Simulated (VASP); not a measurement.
## MgO: single point with PBEsol

Crystal: MgO.

```
CELL_PARAMETERS angstrom
2.93802 0.00000 0.00000
-1.46901 2.54440 0.00000
0.00000 0.00000 2.67968
ATOMIC_POSITIONS crystal
Mg 0.00000 0.00000 0.00000
O 0.33333 0.66667 0.50000
```

```json
{
 "Program": "VASP 6.6.1",
 "Task": "single point",
 "Functional": "PBEsol",
 "Potentials or basis": "VASP PAW PBE potentials, release 64 (Mg, O)",
 "Cutoff": "600 eV",
 "k mesh": "7 × 7 × 7",
 "Occupations": "fermi-dirac, width 0.05 eV",
 "Spin": "no spin polarisation",
 "Dipole correction": "no",
 "Further INCAR settings": "ALGO = Normal; EDIFF = 1e-06; NBANDS = 11"
}
```

```yaml
Pressure: -4.5 GPa
Band_gap_on_the_k_mesh: 2.94 eV, indirect (least direct gap 3.33 eV)
```

Stress tensor (GPa, compression positive):
```
-4.43  0.00  0.00
 0.00 -4.43  0.00
 0.00  0.00 -4.70
```

Levels at points of the mesh, in eV from the valence-band top:
| k point | band 1 | band 2 | band 3 | band 4 | band 5 | band 6 | band 7 | band 8 | band 9 |
| --- | --- | --- | --- | --- | --- | --- | --- | --- | --- |
| (0.00, 0.00, 0.00) | -17.36 | -0.59 | -0.59 | -0.39 | 2.94 | 11.71 | 15.46 | 15.46 | 19.67 |

Run time: 4 s on 1 thread of Intel(R) Xeon(R) 6975P-C (Granite Rapids), on a shared host, peak memory 0.14 GiB.

Caveat: the PAW data sets were made with another functional, which shifts forces and pressure a little. A k mesh can miss the band edges.
